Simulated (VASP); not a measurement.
A run of VASP 6.6.1 is set up as follows.

Contents of INCAR:

```
SYSTEM = TaN
PREC = Accurate
ENCUT = 520
EDIFF = 1E-6
ISMEAR = 0
SIGMA = 0.028000000000000004
LREAL = .False.
LASPH = .True.
NELM = 80
ALGO = Normal
ISIF = 2
LWAVE = .False.
LCHARG = .False.
GGA = PE
NBANDS = 24
```

Contents of KPOINTS:

```
Automatic mesh
0
Gamma
  10 10 5
  0 0 0
```

POSCAR

```
TaN
1.0
    2.9217699809      0.0000000000      0.0000000000
   -1.4608849905      2.5303270275      0.0000000000
    0.0000000000      0.0000000000      5.9165150000
Ta N
2 2
Direct
    0.0000000000      0.0000000000      0.5000000000
    0.0000000000      0.0000000000      0.0000000000
    0.3333333333      0.6666666667      0.2500000000
    0.6666666667      0.3333333333      0.7500000000
```

Potentials or basis: VASP PAW PBE potentials, release 64 (Ta_pv, N).

Command:

```bash
$ cat potpaw_PBE.64/Ta_pv/POTCAR potpaw_PBE.64/N/POTCAR > POTCAR
$ mpirun -np 1 vasp_std > vasp.out
```

Problem. What does it give for the band gap on the k mesh?

Solution. Zero (band 16 reaches 8.71 eV, above the bottom of band 17 at 7.89 eV).

Problem. Predict the pressure.

Solution. -0.4 GPa.

Stress tensor (GPa, compression positive):
```
-0.46  0.00  0.00
 0.00 -0.46  0.00
 0.00  0.00 -0.23
```

Caveat: spin-orbit coupling is left out, which moves the levels of the heavy elements.
